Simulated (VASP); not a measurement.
TaO3, 4 atoms in the cell. The structure is orthorhombic, space group Cmmm (No. 65). Conventional cell: a = 5.437 Å, b = 5.659 Å, c = 3.923 Å, α = 90.00°, β = 90.00°, γ = 90.00°. Ta (site symmetry mmm) has 6 O at 1.96 Å within 2.6 Å. Within 2.6 Å of O (site symmetry 2/m) lie 2 Ta at 1.96 Å. O (site symmetry mmm) has 2 Ta at 1.96 Å within 2.6 Å.  This cell differs from its parent crystal: strain -0.0400 x Voigt [0, 0, 0, 0, 0, 1].

```yaml
Program: VASP 6.6.1
Task: single point
Functional: PBEsol
Potentials_or_basis: VASP PAW PBE potentials, release 64 (Ta_pv, O)
Cutoff: 520 eV
k_mesh: 12 × 12 × 12
Occupations: gaussian, width 0.15 eV
Spin: collinear spin, ferromagnetic start
Starting_moments: "[0.0, 0.2, 0.2, 0.2] μB"
Dipole_correction: no
Further_INCAR_settings: ALGO = Normal; EDIFF = 1e-06; NBANDS = 26
```

Potentials or basis: VASP PAW PBE potentials, release 64 (Ta_pv, O).

The run is started by

```sh
$ cat potpaw_PBE.64/Ta_pv/POTCAR potpaw_PBE.64/O/POTCAR > POTCAR
$ mpirun -np 4 vasp_std > vasp.out
```

Hardware: 4 MPI ranks on Oxide Virtual Turin-like Processor, with other jobs on the host.

Q: Estimate the wall time of this run.

A: Wall time 2.7 min on 4 MPI ranks on Oxide Virtual Turin-like Processor (shared host), peak memory 0.67 GiB a rank. Counts: scf iterations 16, k points 301.
